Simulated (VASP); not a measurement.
Runs of VASP 6.6.1 on MnAl3. The structure is that of space group Fm-3m (No. 225), or close to it. The cells are those of the table. 

```csv
level,spin,cell,k mesh,gap on the mesh (eV),pressure (GPa),moment (μB)
PBEsol,"collinear, ferromagnetic start","a = 4.287 Å, angles 60.0°, 4 atoms",6 × 6 × 6,none,-2.8,1.18
r2SCAN,off,"a = 4.254 Å, angles 60.0°, 4 atoms",12 × 12 × 12,none,-2.3,-
PBEsol,off,"a = 4.235 Å, angles 60.0°, 4 atoms",12 × 12 × 12,none,(b),-
PBEsol,"collinear, ferromagnetic start","a = 4.254 Å, angles 60.0°, 4 atoms",12 × 12 × 12,none,(a),1.38
PBEsol,off,"a = 4.254 Å, angles 60.0°, 4 atoms",12 × 12 × 12,none,-1.7,-
```

Alike in all rows: task single point; potentials or basis VASP PAW PBE potentials, release 64 (Al, Mn_pv); cutoff (eV) 520; smearing gaussian 0.1 eV.

Q: Estimate the missing entries.

A: (a) 0.1; (b) 0.0.

Caveats: the PAW data sets were made with another functional, which shifts forces and pressure a little.

A gap of «none» marks levels without a gap at the run's occupations.
